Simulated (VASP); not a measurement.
Wanted: the native input for a VASP 6.6.1 run.

- Task: single point
- Functional: PBE
- Potentials or basis: VASP PAW PBE potentials, release 64 (Cd, S)
- Cutoff: 500 eV
- k mesh: 4 × 4 × 4
- Occupations: gaussian, width 0.01 eV
- Spin: no spin polarisation
- Dipole correction: no
- Further INCAR settings: ALGO = Normal; EDIFF = 1e-06; NBANDS = 16

The structure of CdS (Hawleyite) lies in POSCAR:

```
CdS
1.0
    4.1245540000      0.0000000000      0.0000000000
    2.0622770000      3.5719685433      0.0000000000
    2.0622770000      1.1906561811      3.3676842389
Cd S
1 1
Direct
    0.0000000000      0.0000000000      0.0000000000
    0.2500000000      0.2500000000      0.2500000000
```

These files were run (other wordings do the same):

INCAR

```
SYSTEM = CdS
PREC = Accurate
ENCUT = 500
EDIFF = 1E-6
ISMEAR = 0
SIGMA = 0.01
LREAL = .FALSE.
LASPH = .TRUE.
NELM = 120
ALGO = Normal
ISIF = 2
LWAVE = .FALSE.
LCHARG = .FALSE.
GGA = PE
NBANDS = 16
GGA_COMPAT = .FALSE.
```

KPOINTS

```
regular mesh
0
G
  4 4 4
  0 0 0
```

Potentials or basis: VASP PAW PBE potentials, release 64 (Cd, S).

Run with:

```sh
$ cat potpaw_PBE.64/Cd/POTCAR potpaw_PBE.64/S/POTCAR > POTCAR
$ mpirun -np 1 vasp_std > vasp.out
```

Results of the run:

```json
{
  "Pressure": "3.4 GPa",
  "Band gap on the k mesh": "1.14 eV, direct"
}
```

Caveat: the k points lie up to 0.47 Å⁻¹ apart.

Wall time 5.9 s on 1 thread of Intel(R) Xeon(R) Platinum 8559C (Emerald Rapids) (shared host), peak memory 0.16 GiB.
